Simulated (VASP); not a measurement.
# Pt (Im-3m) in VASP: a series of runs

The runs below take Pt through single point, with r2SCAN.

Everything below comes from runs of VASP 6.6.1. Logs are shortened: lines on timing, memory, paths and dates and some standing lists are left out, and cuts for length are marked.

## (1) The cell of the first run

It takes space group Im-3m (No. 229, cubic). The conventional cell has a = 3.181 Å, b = 3.181 Å, c = 3.181 Å, α = 90.00°, β = 90.00°, γ = 90.00°. Pt (site symmetry m-3m) has 14 Pt at 2.76 to 3.18 Å within 3.6 Å.

This isn't the form of Pt at room conditions, which is fcc.

## (2) Single point, r2SCAN, collinear spin (16.10 Å³/atom)

The input, POSCAR:

```
Pt
1.0
   -1.5907229518      1.5907229518      1.5907229518
    1.5907229518     -1.5907229518      1.5907229518
    1.5907229518      1.5907229518     -1.5907229518
Pt
1
Direct
    0.0000000000      0.0000000000      0.0000000000
```

The input, INCAR.step1:

```
SYSTEM = Pt
PREC = Accurate
ENCUT = 520
ISMEAR = -1
SIGMA = 0.05
LREAL = .False.
LASPH = .True.
NELM = 150
ISPIN = 2
MAGMOM = 1
LMAXMIX = 4
NBANDS = 15
GGA = PE
ALGO = Normal
EDIFF = 1E-4
LWAVE = .True.
LCHARG = .False.
```

The input, INCAR.step2:

```
SYSTEM = Pt
PREC = Accurate
ENCUT = 520
EDIFF = 1E-6
ISMEAR = -1
SIGMA = 0.05
LREAL = .False.
LASPH = .True.
NELM = 150
ALGO = Normal
ISIF = 2
LWAVE = .False.
LCHARG = .False.
ISPIN = 2
MAGMOM = 1
LORBIT = 11
LMAXMIX = 4
METAGGA = R2SCAN
LMIXTAU = .True.
NBANDS = 15
ISTART = 1
```

The input, KPOINTS:

```
Automatic mesh
0
Gamma
  23 23 23
  0 0 0
```

Potentials or basis: VASP PAW PBE potentials, release 64 (Pt).

Run with:

```
$ cat potpaw_PBE.64/Pt/POTCAR > POTCAR
$ cp INCAR.step1 INCAR
$ mpirun -np 1 vasp_std > vasp.out
$ cp INCAR.step2 INCAR
$ mpirun -np 1 vasp_std > vasp.out
```

OUTCAR:

```text
SYSTEM = Pt
   PREC = Accurate
   ENCUT = 520
   EDIFF = 1E-6
   ISMEAR = -1
   LREAL = .False.
   LASPH = .True.
   NELM = 150
   ISIF = 2
   ISPIN = 2
   LORBIT = 11
   METAGGA = R2SCAN
   ISTART = 1

 ion  position               nearest neighbor table
   1  0.000  0.000  0.000-

  LATTYP: Found a body centered cubic cell.
 ALAT       =     3.1814459036

  Lattice vectors:

 A1 = (  -1.5907229518,   1.5907229518,   1.5907229518)
 A2 = (   1.5907229518,  -1.5907229518,   1.5907229518)
 A3 = (   1.5907229518,   1.5907229518,  -1.5907229518)

Analysis of symmetry for initial positions (statically):
=====================================================================
 Subroutine PRICEL returns:
 Original cell was already a primitive cell.

 Routine SETGRP: Setting up the symmetry group for a
 body centered cubic supercell.

 Subroutine GETGRP returns: Found 48 space group operations
 (whereof 48 operations were pure point group operations)
 out of a pool of 48 trial point group operations.

The static configuration has the point symmetry O_h .

Analysis of symmetry for dynamics (positions and initial velocities):
=====================================================================
 Subroutine PRICEL returns:
 Original cell was already a primitive cell.

 Routine SETGRP: Setting up the symmetry group for a
 body centered cubic supercell.

 Subroutine GETGRP returns: Found 48 space group operations
 (whereof 48 operations were pure point group operations)
 out of a pool of 48 trial point group operations.

The dynamic configuration has the point symmetry O_h .

Analysis of structural, dynamic, and magnetic symmetry:
=====================================================================
 Subroutine PRICEL returns:
 Original cell was already a primitive cell.

 Routine SETGRP: Setting up the symmetry group for a
 body centered cubic supercell.

 Subroutine GETGRP returns: Found 48 space group operations
 (whereof 48 operations were pure point group operations)
 out of a pool of 48 trial point group operations.

The overall configuration has the point symmetry O_h .

 Subroutine INISYM returns: Found 48 space group operations
 (whereof 48 operations are pure point group operations),
 and found     1 'primitive' translations

----------------------------------------------------------------------------------------

                                     Primitive cell

  volume of cell :      16.1007

  direct lattice vectors                    reciprocal lattice vectors
    -1.590722952  1.590722952  1.590722952     0.000000000  0.314322491  0.314322491
     1.590722952 -1.590722952  1.590722952     0.314322491  0.000000000  0.314322491
     1.590722952  1.590722952 -1.590722952     0.314322491  0.314322491  0.000000000

  length of vectors
     2.755212973  2.755212973  2.755212973     0.444519129  0.444519129  0.444519129

  position of ions in fractional coordinates (direct lattice)
     0.000000000  0.000000000  0.000000000

  ion indices of the primitive-cell ions
   primitive index   ion index
                 1           1

----------------------------------------------------------------------------------------

 KPOINTS: Automatic mesh

Automatic generation of k-mesh.
 Grid dimensions read from file:
 generate k-points for:   23   23   23

 Generating k-lattice:

  Cartesian coordinates                     Fractional coordinates (reciprocal lattice)
     0.000000000  0.013666195  0.013666195     0.043478261  0.000000000  0.000000000
     0.013666195  0.000000000  0.013666195     0.000000000  0.043478261  0.000000000
     0.013666195  0.013666195  0.000000000     0.000000000  0.000000000  0.043478261

  Length of vectors
     0.019326919  0.019326919  0.019326919

  Shift w.r.t. Gamma in fractional coordinates (k-lattice)
     0.000000000  0.000000000  0.000000000

 Subroutine IBZKPT returns following result:
 ===========================================

 Found    364 irreducible k-points:

 Following reciprocal coordinates:
            Coordinates               Weight
  0.000000  0.000000  0.000000      1.000000
  0.043478  0.000000  0.000000     12.000000
  0.086957  0.000000  0.000000     12.000000
  0.130435  0.000000  0.000000     12.000000
  0.173913  0.000000  0.000000     12.000000
  0.217391  0.000000  0.000000     12.000000
[... 16 lines left out ...]
  0.478261  0.043478  0.000000     24.000000
  0.086957  0.086957  0.000000     24.000000
 [... further k-points ...]
   k-points           NKPTS =    364   k-points in BZ     NKDIM =    364   number of bands    NBANDS=     15
   number of dos      NEDOS =    301   number of ions     NIONS =      1
   total plane-waves  NPLWV =   8000
   dimension x,y,z NGX =    20 NGY =   20 NGZ =   20
   dimension x,y,z NGXF=    40 NGYF=   40 NGZF=   40
   ions per type =               1
   NGX,Y,Z   is equivalent  to a cutoff of  12.07, 12.07, 12.07 a.u.
[... 90 lines left out ...]
      2       6.0915      1.00000
      3       6.1227      1.00000
      4       6.1843      1.00000
      5       8.5113      1.00000
      6       8.5525      1.00000
      7      27.7584      0.00000
      8      27.7783      0.00000
      9      27.8348      0.00000
     10      36.2463      0.00000
     11      36.6809      0.00000
     12      37.6671      0.00000
     13      38.6839      0.00000
     14      39.6575      0.00000
     15      43.8651      0.00000
[... 365 lines left out ...]
      3       8.3715      1.00000
      4       8.6883      1.00000
      5       9.8495      0.01186
      6      11.1803      0.00000
      7      16.0502      0.00000
      8      23.7158      0.00000
      9      25.8701      0.00000
     10      34.7547      0.00000
     11      35.2921      0.00000
     12      35.5899      0.00000
     13      41.8845      0.00000
     14      43.4669      0.00000
     15      43.5223      0.00000

 k-point    24 :       0.0870    0.0870    0.0000
  band No.  band energies     occupation
      1       1.0021      1.00000
      2       5.8708      1.00000
      3       5.9827      1.00000
      4       6.9037      1.00000
      5       8.1875      1.00000
      6       8.6075      1.00000
      7      27.6969      0.00000
      8      28.1420      0.00000
      9      28.6364      0.00000
     10      32.4534      0.00000
     11      34.0529      0.00000
     12      35.6016      0.00000
     13      40.3684      0.00000
     14      42.3217      0.00000
     15      43.1892      0.00000

 [... further k-points ...]

 spin component 2

 k-point     1 :       0.0000    0.0000    0.0000
  band No.  band energies     occupation
      1       0.0950      1.00000
      2       6.1218      1.00000
      3       6.1218      1.00000
      4       6.1218      1.00000
      5       8.5507      1.00000
      6       8.5507      1.00000
      7      27.7211      0.00000
      8      27.7211      0.00000
      9      27.7211      0.00000
     10      37.8902      0.00000
     11      37.8902      0.00000
     12      37.8940      0.00000
     13      37.8940      0.00000
     14      37.8940      0.00000
     15      43.8954      0.00000

 k-point     2 :       0.0435    0.0000    0.0000
  band No.  band energies     occupation
      1       0.1741      1.00000
      2       6.0915      1.00000
      3       6.1227      1.00000
      4       6.1843      1.00000
      5       8.5113      1.00000
      6       8.5525      1.00000
      7      27.7584      0.00000
      8      27.7783      0.00000
      9      27.8348      0.00000
     10      36.2463      0.00000
     11      36.6809      0.00000
     12      37.6671      0.00000
     13      38.6839      0.00000
     14      39.6575      0.00000
     15      43.8659      0.00000
[... 365 lines left out ...]
      3       8.3715      1.00000
      4       8.6883      1.00000
      5       9.8495      0.01186
      6      11.1803      0.00000
      7      16.0502      0.00000
      8      23.7158      0.00000
      9      25.8701      0.00000
     10      34.7547      0.00000
     11      35.2921      0.00000
     12      35.5899      0.00000
     13      41.8845      0.00000
     14      43.4657      0.00000
     15      43.5223      0.00000

 k-point    24 :       0.0870    0.0870    0.0000
  band No.  band energies     occupation
      1       1.0021      1.00000
      2       5.8708      1.00000
      3       5.9827      1.00000
      4       6.9037      1.00000
      5       8.1875      1.00000
      6       8.6075      1.00000
      7      27.6969      0.00000
      8      28.1420      0.00000
      9      28.6364      0.00000
     10      32.4534      0.00000
     11      34.0529      0.00000
     12      35.6016      0.00000
     13      40.3684      0.00000
     14      42.3217      0.00000
     15      43.1892      0.00000

 [... further k-points ...]

------------------------ aborting loop because EDIFF is reached ----------------------------------------

  FORCE on cell =-STRESS in cart. coord.  units (eV):
  Direction    XX          YY          ZZ          XY          YZ          ZX
  --------------------------------------------------------------------------------------
  -------------------------------------------------------------------------------------
  Total       -0.8882427     -0.8882427     -0.8882427      0.0000000      0.0000000      0.0000000
  in kB      -88.3890785    -88.3890785    -88.3890785      0.0000000      0.0000000      0.0000000
  external PRESSURE =     -88.3890785 kB  Pullay stress =       0.0000000 kB

 VOLUME and BASIS-vectors are now :
 -----------------------------------------------------------------------------
  energy-cutoff  :      520.00
  volume of cell :       16.10
      direct lattice vectors                 reciprocal lattice vectors
    -1.590722952  1.590722952  1.590722952     0.000000000  0.314322491  0.314322491
     1.590722952 -1.590722952  1.590722952     0.314322491  0.000000000  0.314322491
     1.590722952  1.590722952 -1.590722952     0.314322491  0.314322491  0.000000000

 POSITION                                       TOTAL-FORCE (eV/Angst)
 -----------------------------------------------------------------------------------
      0.00000      0.00000      0.00000        -0.000000     -0.000000      0.000000
 -----------------------------------------------------------------------------------
    total drift:                                0.000000     -0.000000     -0.000000

  FREE ENERGIE OF THE ION-ELECTRON SYSTEM (eV)
  ---------------------------------------------------
  free  energy   TOTEN  =       -51.3985818836 eV

  energy  without entropy=      -51.3924364003  energy(sigma->0) =      -51.39550914

 total charge

# of ion       s       p       d       tot
------------------------------------------
    1        0.613   0.500   8.047   9.161

 magnetization (x)

# of ion       s       p       d       tot
------------------------------------------
    1        0.000   0.000   0.000   0.000
```

Run time: 4.1 min. Hardware: 1 thread of Intel Xeon 6975P-C (Granite Rapids), shared host; peak memory 0.24 GiB.

What came out:

```
Free energy                                           : -51.3986 eV
Pressure                                              : -8.8 GPa
Band gap on the k mesh                                : zero (filled and empty bands overlap)
Net moment                                            : 0.00 μB per cell
Valence electrons inside the program's atomic spheres : Pt 9.16
```

Levels at points of the mesh, in eV from the Fermi level:
Spin up:
```
           k point  band 2  band 3  band 4  band 5  band 6  band 7  band 8  band 9
(0.00, 0.00, 0.00)   -3.51   -3.51   -3.51   -1.08   -1.08   18.09   18.09   18.09
```
Spin down:
```
           k point  band 2  band 3  band 4  band 5  band 6  band 7  band 8  band 9
(0.00, 0.00, 0.00)   -3.51   -3.51   -3.51   -1.08   -1.08   18.09   18.09   18.09
```

Caveat: the cell stands under tension; the PAW data sets were made with another functional, which shifts forces and pressure a little; spin-orbit coupling is left out, which moves the levels of the heavy elements.

## (3) Single point, r2SCAN, collinear spin (16.72 Å³/atom)

This run uses another cell than the first one, of 16.72 Å³/atom.

The input, POSCAR:

```
Pt
1.0
   -1.6108608232      1.6108608232      1.6108608232
    1.6108608232     -1.6108608232      1.6108608232
    1.6108608232      1.6108608232     -1.6108608232
Pt
1
Direct
    0.0000000000      0.0000000000      0.0000000000
```

The input, INCAR.step1:

```
  ALGO = Normal
  EDIFF = 1E-4
  ENCUT = 520
  GGA = PE
  ISMEAR = -1
  ISPIN = 2
  LASPH = True
  LCHARG = False
  LMAXMIX = 4
  LREAL = False
  LWAVE = True
  MAGMOM = 1
  NBANDS = 15
  NELM = 150
  PREC = Accurate
  SIGMA = 0.05
```

The input, INCAR.step2:

```
  ALGO = Normal
  EDIFF = 1E-7
  ENCUT = 520
  ISIF = 2
  ISMEAR = -1
  ISPIN = 2
  ISTART = 1
  LASPH = True
  LCHARG = False
  LMAXMIX = 4
  LMIXTAU = True
  LORBIT = 11
  LREAL = False
  LWAVE = False
  MAGMOM = 1
  METAGGA = R2SCAN
  NBANDS = 15
  NELM = 150
  PREC = Accurate
  SIGMA = 0.05
```

The input, KPOINTS:

```
k-points
0
Gamma
  23 23 23
```

Potentials or basis: VASP PAW PBE potentials, release 64 (Pt).

Run with:

```
$ cat potpaw_PBE.64/Pt/POTCAR > POTCAR
$ cp INCAR.step1 INCAR
$ mpirun -np 1 vasp_std > vasp.out
$ cp INCAR.step2 INCAR
$ mpirun -np 1 vasp_std > vasp.out
```

Run time: 4 min. Hardware: 1 thread of Intel Xeon 6975P-C (Granite Rapids), shared host; peak memory 0.26 GiB.

Results (log left out):

| Property | Result |
| --- | --- |
| Free energy | -51.3503 eV |
| Pressure | -16.0 GPa |
| Band gap on the k mesh | zero (filled and empty bands overlap) |
| Net moment | 0.00 μB per cell |
| Valence electrons inside the program's atomic spheres | Pt 9.08 |

Levels at points of the mesh, in eV from the Fermi level:
Spin up:
| k point | band 2 | band 3 | band 4 | band 5 | band 6 | band 7 | band 8 | band 9 |
| --- | --- | --- | --- | --- | --- | --- | --- | --- |
| (0.00, 0.00, 0.00) | -3.31 | -3.31 | -3.31 | -1.02 | -1.02 | 18.08 | 18.08 | 18.08 |
Spin down:
| k point | band 1 | band 2 | band 3 | band 4 | band 5 | band 6 | band 7 | band 8 | band 9 | band 10 |
| --- | --- | --- | --- | --- | --- | --- | --- | --- | --- | --- |
| (0.00, 0.00, 0.00) | -9.14 | -3.31 | -3.31 | -3.31 | -1.02 | -1.02 | 18.08 | 18.08 | 18.08 | 27.50 |

Caveat: the cell stands under tension; the PAW data sets were made with another functional, which shifts forces and pressure a little; spin-orbit coupling is left out, which moves the levels of the heavy elements.

## (4) Single point, r2SCAN, collinear spin (17.34 Å³/atom)

This run uses another cell than the first one, of 17.34 Å³/atom.

The input, POSCAR:

```
Pt
1.0
   -1.6305074036      1.6305074036      1.6305074036
    1.6305074036     -1.6305074036      1.6305074036
    1.6305074036      1.6305074036     -1.6305074036
Pt
1
Direct
    0.0000000000      0.0000000000      0.0000000000
```

The input, INCAR.step1:

```
SYSTEM = Pt
ALGO = Normal ; EDIFF = 1E-4
ENCUT = 520 ; GGA = PE
ISMEAR = -1 ; ISPIN = 2
LASPH = .TRUE. ; LCHARG = .FALSE.
LMAXMIX = 4 ; LREAL = .FALSE.
LWAVE = .TRUE. ; MAGMOM = 1
NBANDS = 15 ; NELM = 150
PREC = Accurate ; SIGMA = 0.05
```

The input, INCAR.step2:

```
SYSTEM = Pt
ALGO = Normal ; EDIFF = 1E-6
ENCUT = 520 ; ISIF = 2
ISMEAR = -1 ; ISPIN = 2
ISTART = 1 ; LASPH = .TRUE.
LCHARG = .FALSE. ; LMAXMIX = 4
LMIXTAU = .TRUE. ; LORBIT = 11
LREAL = .FALSE. ; LWAVE = .FALSE.
MAGMOM = 1 ; METAGGA = R2SCAN
NBANDS = 15 ; NELM = 150
PREC = Accurate ; SIGMA = 0.05
```

The input, KPOINTS:

```
k-points
0
G
  16 16 16
  0 0 0
```

Run with:

```
$ cat potpaw_PBE.64/Pt/POTCAR > POTCAR
$ cp INCAR.step1 INCAR
$ mpirun -np 1 vasp_std > vasp.out
$ cp INCAR.step2 INCAR
$ mpirun -np 1 vasp_std > vasp.out
```

It took 4.2 min on 1 thread of Intel Xeon 8259CL, shared host; peak memory 0.17 GiB.

Results (log left out):

```
Free energy                                           : -51.2678 eV
Pressure                                              : -21.1 GPa
Band gap on the k mesh                                : zero (filled and empty bands overlap)
Net moment                                            : 0.00 μB per cell
Valence electrons inside the program's atomic spheres : Pt 9.01
```

Levels at points of the mesh, in eV from the Fermi level:
Spin up:
| k point | band 3 | band 4 | band 5 | band 6 | band 7 | band 8 |
| --- | --- | --- | --- | --- | --- | --- |
| (0.00, 0.00, 0.00) | -3.17 | -3.17 | -1.00 | -1.00 | 18.02 | 18.02 |
| (0.50, 0.00, 0.00) | -1.16 | -0.76 | 0.73 | 0.87 | 5.80 | 13.96 |
| (0.50, 0.50, 0.50) | 0.42 | 0.42 | 0.42 | 7.84 | 7.84 | 7.84 |
Spin down:
```csv
k point,band 2,band 3,band 4,band 5,band 6,band 7,band 8,band 9
"(0.00, 0.00, 0.00)",-3.17,-3.17,-3.17,-1.00,-1.00,18.02,18.02,18.02
"(0.50, 0.00, 0.00)",-4.42,-1.16,-0.76,0.73,0.87,5.79,13.96,15.73
"(0.50, 0.50, 0.50)",-5.45,0.41,0.41,0.41,7.84,7.84,7.84,12.03
```

Caveat: the cell stands under tension; the PAW data sets were made with another functional, which shifts forces and pressure a little; spin-orbit coupling is left out, which moves the levels of the heavy elements.

## (5) Summary

| cell | k mesh | gap on the mesh (eV) | pressure (GPa) | moment (μB) |
| --- | --- | --- | --- | --- |
| a = 2.755 Å, angles 109.5°, 1 atom | 23 × 23 × 23 | none | -8.8 | 0.00 |
| a = 2.790 Å, angles 109.5°, 1 atom | 23 × 23 × 23 | none | -16.0 | 0.00 |
| a = 2.824 Å, angles 109.5°, 1 atom | 16 × 16 × 16 | none | -21.1 | 0.00 |

Alike in all rows: task single point; level r2SCAN; potentials or basis VASP PAW PBE potentials, release 64 (Pt); spin collinear; cutoff (eV) 520; smearing fermi-dirac 0.05 eV.

Caveats: the cell stands under tension; the PAW data sets were made with another functional, which shifts forces and pressure a little; spin-orbit coupling is left out, which moves the levels of the heavy elements.

Absolute energies hang on the potentials; compare differences alone.
